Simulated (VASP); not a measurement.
Wanted: the native input for a VASP 6.6.1 run.

* Task: single point
* Functional: PBE
* Potentials or basis: VASP PAW PBE potentials, release 64 (Ga_d, Cl)
* Cutoff: 520 eV
* k mesh: 12 × 12 × 4
* Occupations: gaussian, width 0.1 eV
* Spin: no spin polarisation
* Dipole correction: no
* Further INCAR settings: ALGO = Normal; EDIFF = 1e-06; NBANDS = 34

The structure of Ga3Cl2 lies in POSCAR:

```
Ga3Cl2
1.0
    4.3754054958      0.0000000000      0.0000000000
   -2.1877027479      3.7892123112      0.0000000000
    0.0000000000      0.0000000000      8.7618243529
Ga Cl
3 2
Direct
    0.0000000000      0.0000000000      0.0000000000
    0.3333333333      0.6666666667      0.4705274470
    0.6666666667      0.3333333333      0.5294725530
    0.3333333333      0.6666666667      0.1932310338
    0.6666666667      0.3333333333      0.8067689662
```

These files were run (other wordings do the same):

INCAR

```
SYSTEM = Ga3Cl2
PREC = Accurate ; ENCUT = 520
EDIFF = 1E-6 ; ISMEAR = 0
SIGMA = 0.1 ; LREAL = .FALSE.
LASPH = .TRUE. ; NELM = 60
ALGO = Normal ; ISIF = 2
LWAVE = .FALSE. ; LCHARG = .TRUE.
GGA = PE ; LELF = .TRUE.
LVHAR = .TRUE. ; NBANDS = 34
```

KPOINTS

```
regular mesh
0
G
  12 12 4
  0 0 0
```

Potentials or basis: VASP PAW PBE potentials, release 64 (Ga_d, Cl).

Launch:

```bash
$ cat potpaw_PBE.64/Ga_d/POTCAR potpaw_PBE.64/Cl/POTCAR > POTCAR
$ mpirun -np 1 vasp_std > vasp.out
```

Results of the run:

```yaml
Pressure: 0.0 GPa
Largest_force: 0.010 eV/Å
```

Caveat: an odd number of electrons without spin polarisation forces a metal; a magnetic or distorted state may lie lower.

It took 2.6 min on 1 thread of Intel(R) Xeon(R) 6975P-C (Granite Rapids) (shared host), peak memory 0.46 GiB.
